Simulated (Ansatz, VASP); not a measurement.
## One calculation of Y3Ge, two programs

```
Ge Y
1.0
     4.68547    0.00000    0.00000
     0.00000    4.68547    0.00000
     0.00000    0.00000    4.68547
Ge Y
1 3
Direct
  0.00000 0.00000 0.00000
  0.00000 0.50000 0.50000
  0.50000 0.00000 0.50000
  0.50000 0.50000 0.00000
```

Alike in both runs: task electric field gradients; functional r2SCAN; k mesh 8 × 8 × 8; occupations fermi-dirac, width 0.05 eV; no spin polarisation.

```csv
,VASP,Ansatz
version,VASP 6.6.1,Ansatz 0.2.0
potentials or method,"VASP PAW PBE potentials, release 64 (Ge_d, Y_sv)","PAW with Ansatz's default frozen-core files, scalar-relativistic"
plane-wave cutoff (eV),520,500
valence electrons in the cell,47,47
```

```csv
,VASP,Ansatz,Ansatz less VASP
pressure (GPa),0.0,0.0,-0.03
size of Vzz on the site where it differs most (V/Å²),19.6,17.7,-1.91
```

VASP's potentials were made for PBE, not for r2SCAN.
